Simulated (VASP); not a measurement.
# Se (P2_1/c) in VASP: single point with PBE+D3(BJ)

Aim: the single point of Se with PBE+D3(BJ).

All numbers are computed with VASP 6.6.1; they aren't measurements. Logs are shortened: lines on timing, memory, paths and dates and some standing lists are left out, and cuts for length are marked.

## (1) The cell of the first run

It takes space group P2_1/c (No. 14, monoclinic). The conventional cell has a = 8.940 Å, b = 8.802 Å, c = 14.455 Å, α = 90.00°, β = 127.31°, γ = 90.00°. Se (site symmetry 1) has 2 Se at 2.36 to 2.37 Å within 3.1 Å. Se (site symmetry 1) has 2 Se at 2.37 Å within 3.1 Å. Se (site symmetry 1) has 2 Se at 2.37 to 2.39 Å within 3.1 Å. Se (site symmetry 1) has 2 Se at 2.37 to 2.39 Å within 3.1 Å. Within 3.1 Å of Se (site symmetry 1) lie 2 Se at 2.35 to 2.37 Å. Se (site symmetry 1) has 2 Se at 2.35 to 2.38 Å within 3.1 Å. Within 3.1 Å of Se (site symmetry 1) lie 2 Se at 2.37 to 2.38 Å. Within 3.1 Å of Se (site symmetry 1) lie 2 Se at 2.36 to 2.37 Å.

## (2) Single point, PBE+D3(BJ)

Input file INCAR:

```
PREC = Accurate
ENCUT = 500
EDIFF = 1E-6
ISMEAR = 0
SIGMA = 0.02
LREAL = Auto
LASPH = T
NELM = 120
ALGO = Normal
ISIF = 2
LWAVE = F
LCHARG = T
GGA = PE
IVDW = 12
LVHAR = T
NBANDS = 118
GGA_COMPAT = F
KPAR = 4
```

Input file KPOINTS:

```
regular mesh
0
Gamma
  4 4 2
```

Input file POSCAR:

```
Se
1.0
    8.9398624287      0.0000000000      0.0098988992
    0.0000000000      8.8018996281      0.0000000000
   -8.7736412581      0.0000000000     11.4876685260
Se
32
Direct
    0.0977190789      0.5240342637      0.7718965771
    0.9022809211      0.0240342637      0.7281034229
    0.9022809211      0.4759657363      0.2281034229
    0.0977190789      0.9759657363      0.2718965771
    0.0779269590      0.3478229283      0.6413438049
    0.9220730410      0.8478229283      0.8586561951
    0.9220730410      0.6521770717      0.3586561951
    0.0779269590      0.1521770717      0.1413438049
    0.7807625027      0.3663180450      0.4572917556
    0.2192374973      0.8663180450      0.0427082444
    0.2192374973      0.6336819550      0.5427082444
    0.7807625027      0.1336819550      0.9572917556
    0.5744101325      0.1763592131      0.4401770788
    0.4255898675      0.6763592131      0.0598229212
    0.4255898675      0.8236407869      0.5598229212
    0.5744101325      0.3236407869      0.9401770788
    0.3860129537      0.3116876998      0.4764077359
    0.6139870463      0.8116876998      0.0235922641
    0.6139870463      0.6883123002      0.5235922641
    0.3860129537      0.1883123002      0.9764077359
    0.5083428848      0.2678721185      0.6710034648
    0.4916571152      0.7678721185      0.8289965352
    0.4916571152      0.7321278815      0.3289965352
    0.5083428848      0.2321278815      0.1710034648
    0.6942715758      0.4852115375      0.7763562085
    0.3057284242      0.9852115375      0.7236437915
    0.3057284242      0.5147884625      0.2236437915
    0.6942715758      0.0147884625      0.2763562085
    1.0054186008      0.3948936622      0.8732420424
   -0.0054186008      0.8948936622      0.6267579576
   -0.0054186008      0.6051063378      0.1267579576
    1.0054186008      0.1051063378      0.3732420424
```

Potentials or basis: VASP PAW PBE potentials, release 64 (Se).

On the command line:

```console
$ cat potpaw_PBE.64/Se/POTCAR > POTCAR
$ mpirun -np 4 vasp_std > vasp.out
```

OUTCAR:

```text
PREC = Accurate
   ENCUT = 500
   EDIFF = 1E-6
   ISMEAR = 0
   LREAL = Auto
   LASPH = T
   NELM = 120
   ISIF = 2
   GGA = PE
   IVDW = 12
 IVDW          = 12

 ion  position               nearest neighbor table
   1  0.098  0.524  0.772-  29 2.36   5 2.37
   2  0.902  0.024  0.728-  30 2.36   6 2.37
   3  0.902  0.476  0.228-  31 2.36   7 2.37
   4  0.098  0.976  0.272-  32 2.36   8 2.37
   5  0.078  0.348  0.641-   1 2.37   9 2.37
   6  0.922  0.848  0.859-   2 2.37  10 2.37
[... 24 lines left out ...]
  31  0.995  0.605  0.127-   3 2.36  27 2.37
  32  0.005  0.105  0.373-   4 2.36  28 2.37

  LATTYP: Found a simple monoclinic cell.
 ALAT       =     8.9398679091
 B/A-ratio  =     0.9845670783
 C/A-ratio  =     1.2862347649
 COS(beta)  =    -0.0155627136

  Lattice vectors:

 A1 = (   8.9398624287,   0.0000000000,   0.0098988992)
 A2 = (   0.0000000000,  -8.8018996281,   0.0000000000)
 A3 = (  -0.1662211706,   0.0000000000, -11.4975674252)

Analysis of symmetry for initial positions (statically):
=====================================================================
 Subroutine PRICEL returns:
 Original cell was already a primitive cell.

 Routine SETGRP: Setting up the symmetry group for a
 simple monoclinic supercell.

 Subroutine GETGRP returns: Found  4 space group operations
 (whereof  2 operations were pure point group operations)
 out of a pool of  4 trial point group operations.

The static configuration has the point symmetry S_2 .
 The point group associated with its full space group is C_2h.

Analysis of symmetry for dynamics (positions and initial velocities):
=====================================================================
 Subroutine PRICEL returns:
 Original cell was already a primitive cell.

 Routine SETGRP: Setting up the symmetry group for a
 simple monoclinic supercell.

 Subroutine GETGRP returns: Found  4 space group operations
 (whereof  2 operations were pure point group operations)
 out of a pool of  4 trial point group operations.

The dynamic configuration has the point symmetry S_2 .
 The point group associated with its full space group is C_2h.

 Subroutine INISYM returns: Found  4 space group operations
 (whereof  2 operations are pure point group operations),
 and found     1 'primitive' translations

----------------------------------------------------------------------------------------

                                     Primitive cell

  volume of cell :     904.7035

  direct lattice vectors                    reciprocal lattice vectors
     8.939862429  0.000000000  0.009898899     0.111764028  0.000000000  0.085359139
     0.000000000  8.801899628  0.000000000     0.000000000  0.113611839  0.000000000
    -8.773641258  0.000000000 11.487668526    -0.000096307  0.000000000  0.086976312

  length of vectors
     8.939867909  8.801899628 14.454871466     0.140632075  0.113611839  0.086976365

  position of ions in fractional coordinates (direct lattice)
     0.097719079  0.524034264  0.771896577
     0.902280921  0.024034264  0.728103423
     0.902280921  0.475965736  0.228103423
     0.097719079  0.975965736  0.271896577
     0.077926959  0.347822928  0.641343805
     0.922073041  0.847822928  0.858656195
[... 24 lines left out ...]
     0.994581399  0.605106338  0.126757958
     0.005418601  0.105106338  0.373242042

  ion indices of the primitive-cell ions
   primitive index   ion index
                 1           1
                 2           2
                 3           3
                 4           4
                 5           5
                 6           6
[... 24 lines left out ...]
                31          31
                32          32

----------------------------------------------------------------------------------------

 KPOINTS: regular mesh

Automatic generation of k-mesh.
 Grid dimensions read from file:
 generate k-points for:    4    4    2

 Generating k-lattice:

  Cartesian coordinates                     Fractional coordinates (reciprocal lattice)
     0.027941007  0.000000000  0.021339785     0.250000000  0.000000000 -0.000000000
     0.000000000  0.028402960  0.000000000     0.000000000  0.250000000  0.000000000
    -0.000048153  0.000000000  0.043488156    -0.000000000  0.000000000  0.500000000

  Length of vectors
     0.035158019  0.028402960  0.043488183

  Shift w.r.t. Gamma in fractional coordinates (k-lattice)
     0.000000000  0.000000000  0.000000000

 Subroutine IBZKPT returns following result:
 ===========================================

 Found     18 irreducible k-points:

 Following reciprocal coordinates:
            Coordinates               Weight
  0.000000  0.000000  0.000000      1.000000
  0.250000  0.000000 -0.000000      2.000000
  0.500000  0.000000 -0.000000      1.000000
  0.000000  0.250000  0.000000      2.000000
  0.250000  0.250000 -0.000000      4.000000
  0.500000  0.250000 -0.000000      2.000000
[... 10 lines left out ...]
  0.250000  0.500000  0.500000      2.000000
  0.500000  0.500000  0.500000      1.000000
   k-points           NKPTS =     18   k-points in BZ     NKDIM =     18   number of bands    NBANDS=    118
   number of dos      NEDOS =    301   number of ions     NIONS =     32
   total plane-waves  NPLWV = 483840
   dimension x,y,z NGX =    70 NGY =   64 NGZ =  108
   dimension x,y,z NGXF=   140 NGYF=  128 NGZF=  216
   ions per type =              32
   NGX,Y,Z   is equivalent  to a cutoff of  13.02, 12.09, 12.42 a.u.
   NGXF,Y,Z  is equivalent  to a cutoff of  26.03, 24.18, 24.84 a.u.
 SYSTEM =  unknown system
   PREC   = accura    normal or accurate (medium, high low for compatibility)
   ISTART =      0    job   : 0-new  1-cont  2-samecut
   ICHARG =      2    charge: 1-file 2-atom 10-const
   ISPIN  =      1    spin polarized calculation?
   LNONCOLLINEAR =      F non collinear calculations
   LSORBIT =      F    spin-orbit coupling
   LASPH  =      T    aspherical Exc in radial PAW
   ENCUT  =  500.0 eV  36.75 Ry    6.06 a.u.  16.30 16.05 26.35*2*pi/ulx,y,z
   NELM   =    120;   NELMIN=  2; NELMDL= -5     # of ELM steps
   EDIFF  = 0.1E-05   stopping-criterion for ELM
   LREAL  =      T    real-space projection
   EDIFFG = 0.1E-04   stopping-criterion for IOM
   NSW    =      0    number of steps for IOM
   IBRION =     -1    ionic relax: 0-MD 1-quasi-New 2-CG
   NFREE  =      0    steps in history (QN), initial steepest desc. (CG)
   ISIF   =      2    stress and relaxation
   ISYM   =      2    0-nonsym 1-usesym 2-fastsym
   POTIM  = 0.5000    time-step for ionic-motion
   TEBEG  =    0.0;   TEEND  =   0.0 temperature during run
   PSTRESS=    0.0 pullay stress
   NELECT =     192.0000    total number of electrons
   NUPDOWN=      -1.0000    fix difference up-down
   EMIN   =  10.00;   EMAX   =-10.00  energy-range for DOS
   EFERMI =   0.00;   METHOD = LEGACY
   ISMEAR =     0;   SIGMA  =   0.02  broadening in eV -4-tet -1-fermi 0-gaus
   EFERMI_NEDOS =   21; number of points for ismear=-14 and -15
   IALGO  =     38    algorithm
   IMIX   =      4    mixing-type and parameters
     AMIX     =   0.40;   BMIX     =  1.00
     AMIX_MAG =   1.60;   BMIX_MAG =  1.00
  volume/ion in A,a.u.               =      28.27       190.79
  Fermi-wavevector in a.u.,A,eV,Ry     =   0.976502  1.845321 12.973920  0.953556
  Thomas-Fermi vector in A             =   2.107126
   LORBIT       =      0    0 simple, 1 ext, 2 COOP (PROOUT), +10 PAW based schemes
   GGA     = PE    functional components
   LHFCALC =     F    Hartree Fock is set to
   AEXX    =    0.0000 exact exchange contribution
   IVDW    =    12    specifies the selected vdW correction
   LEPSILON=     F    determine dielectric tensor
   LRPA    =     F    only Hartree local field effects (RPA)
 non-spin polarized calculation
 Gauss-broadening in eV      SIGMA  =   0.02
  energy-cutoff  :      500.00
  volume of cell :      904.70
 maximum number of plane-waves:     23008
 NGX is ok and might be reduce to    70
   NGX = 33   NGY = 33   NGZ = 53

 number of electron     191.9999997 magnetization

 Free energy of the ion-electron system (eV)
  ---------------------------------------------------
  ext. energy  EPLUGINS =         0.00000000
  ---------------------------------------------------
  free energy    TOTEN  =      -110.85925976 eV

  energy without entropy =     -110.85925976  energy(sigma->0) =     -110.85925976

 E-fermi :   2.1763     XC(G=0):  -8.6635

 val. band max:        2.0475161508   @ k =   0.0000   0.0000   0.0000
 cond. band min:       3.1685490518   @ k =   0.5000   0.0000  -0.0000
 fundamental gap:      1.1210329010
 Fermi energy:         2.1762740369

 k-point     1 :       0.0000    0.0000    0.0000
  band No.  band energies     occupation
      1     -13.4020      2.00000
      2     -13.0317      2.00000
      3     -12.9828      2.00000
      4     -12.9815      2.00000
      5     -12.6206      2.00000
      6     -12.5548      2.00000
[... 100 lines left out ...]
    107       4.3573      0.00000
    108       4.4564      0.00000

 k-point     2 :       0.2500    0.0000   -0.0000
  band No.  band energies     occupation
      1     -13.3184      2.00000
      2     -13.1095      2.00000
      3     -13.0184      2.00000
      4     -12.9328      2.00000
      5     -12.7009      2.00000
      6     -12.5385      2.00000
[... 1768 lines left out ...]
 k-point    18 :       0.5000    0.5000    0.5000
  band No.  band energies     occupation
      1     -13.1332      2.00000
      2     -13.1332      2.00000
      3     -13.0513      2.00000
      4     -13.0513      2.00000
      5     -12.6017      2.00000
      6     -12.6017      2.00000
[... 100 lines left out ...]
    107       4.5574      0.00000
    108       4.5574      0.00000
 [bands above 108 left out]

------------------------ aborting loop because EDIFF is reached ----------------------------------------

 Edisp (eV)   -9.68911

 E8    (eV) :    -3.9832

  FORCE on cell =-STRESS in cart. coord.  units (eV):
  Direction    XX          YY          ZZ          XY          YZ          ZX
  --------------------------------------------------------------------------------------
  -------------------------------------------------------------------------------------
  Total       0.64959     0.49990     0.80132     0.00000     0.00000     0.01126
  in kB       1.15039     0.88529     1.41909     0.00000     0.00000     0.01993
  external pressure =        1.15 kB  Pullay stress =        0.00 kB

 VOLUME and BASIS-vectors are now :
 -----------------------------------------------------------------------------
  energy-cutoff  :      500.00
  volume of cell :      904.70
      direct lattice vectors                 reciprocal lattice vectors
     8.939862429  0.000000000  0.009898899     0.111764028  0.000000000  0.085359139
     0.000000000  8.801899628  0.000000000     0.000000000  0.113611839  0.000000000
    -8.773641258  0.000000000 11.487668526    -0.000096307  0.000000000  0.086976312

 POSITION                                       TOTAL-FORCE (eV/Angst)
 -----------------------------------------------------------------------------------
     -5.89875      4.61250      8.86826         0.007310      0.031864      0.004093
      1.67815      0.21155      8.37314        -0.007310      0.031864     -0.004093
      6.06497      4.18940      2.62931        -0.007310     -0.031864     -0.004093
     -1.51193      8.59035      3.12443         0.007310     -0.031864      0.004093
     -4.93026      3.06150      7.36832         0.024459     -0.024437      0.012325
      0.70966      7.46245      9.87309        -0.024459     -0.024437     -0.012325
[... 24 lines left out ...]
      7.77929      5.32609      1.46600        -0.000525      0.021203     -0.022347
     -3.22625      0.92514      4.28773         0.000525      0.021203      0.022347
 -----------------------------------------------------------------------------------
    total drift:                                0.000000     -0.000000      0.000000

  FREE ENERGIE OF THE ION-ELECTRON SYSTEM (eV)
  ---------------------------------------------------
  free  energy   TOTEN  =      -120.5483718647 eV

  energy  without entropy=     -120.5483718647  energy(sigma->0) =     -120.54837186
```

Run time: 16 min. Hardware: 4 MPI ranks of Intel Xeon Platinum 8488C (Sapphire Rapids), shared host; peak memory 1.6 GiB.

Results:

| Property | Result |
| --- | --- |
| Free energy | -120.5484 eV |
| Pressure | 0.1 GPa |
| Largest force | 0.037 eV/Å |
| Band gap on the k mesh | 1.12 eV (least direct gap 1.25 eV) |
| Dispersion energy per atom | -0.303 eV |

Forces on the atoms (eV/Å):
```
Se   0.007  0.032  0.004
Se  -0.007  0.032 -0.004
Se  -0.007 -0.032 -0.004
Se   0.007 -0.032  0.004
Se   0.024 -0.024  0.012
Se  -0.024 -0.024 -0.012
Se  -0.024  0.024 -0.012
Se   0.024  0.024  0.012
Se   0.001  0.019 -0.023
Se  -0.001  0.019  0.023
Se  -0.001 -0.019  0.023
Se   0.001 -0.019 -0.023
Se   0.006 -0.028 -0.012
Se  -0.006 -0.028  0.012
Se  -0.006  0.028  0.012
Se   0.006  0.028 -0.012
Se  -0.004  0.027 -0.014
Se   0.004  0.027  0.014
Se   0.004 -0.027  0.014
Se  -0.004 -0.027 -0.014
Se  -0.023 -0.020  0.011
Se   0.023 -0.020 -0.011
Se   0.023  0.020 -0.011
Se  -0.023  0.020  0.011
Se  -0.007  0.026  0.004
Se   0.007  0.026 -0.004
Se   0.007 -0.026 -0.004
Se  -0.007 -0.026  0.004
Se   0.001 -0.021  0.022
Se  -0.001 -0.021 -0.022
Se  -0.001  0.021 -0.022
Se   0.001  0.021  0.022
```

Levels at points of the mesh, in eV from the valence-band top:
| k point | band 92 | band 93 | band 94 | band 95 | band 96 | band 97 | band 98 | band 99 | band 100 | band 101 |
| --- | --- | --- | --- | --- | --- | --- | --- | --- | --- | --- |
| (0.00, 0.00, 0.00) | -0.56 | -0.33 | -0.28 | -0.10 | 0.00 | 1.25 | 1.26 | 1.65 | 1.67 | 1.73 |
| (0.50, 0.00, 0.00) | -0.44 | -0.34 | -0.30 | -0.24 | -0.17 | 1.12 | 1.31 | 1.72 | 1.73 | 1.78 |
| (0.00, 0.50, 0.00) | -0.38 | -0.30 | -0.30 | -0.21 | -0.21 | 1.38 | 1.38 | 1.51 | 1.51 | 1.69 |
| (0.50, 0.50, 0.00) | -0.35 | -0.24 | -0.24 | -0.05 | -0.05 | 1.42 | 1.42 | 1.61 | 1.61 | 1.84 |
| (0.00, 0.00, 0.50) | -0.46 | -0.37 | -0.37 | -0.23 | -0.23 | 1.39 | 1.39 | 1.71 | 1.71 | 1.81 |
| (0.50, 0.00, 0.50) | -0.41 | -0.34 | -0.34 | -0.12 | -0.12 | 1.19 | 1.19 | 1.54 | 1.54 | 1.92 |
| (0.00, 0.50, 0.50) | -0.50 | -0.29 | -0.29 | -0.25 | -0.25 | 1.48 | 1.48 | 1.66 | 1.66 | 1.89 |
| (0.50, 0.50, 0.50) | -0.34 | -0.13 | -0.13 | -0.04 | -0.04 | 1.44 | 1.44 | 1.69 | 1.69 | 1.83 |

A k mesh can miss the band edges. PBE gaps usually lie below the measured ones, often by a third to a half.
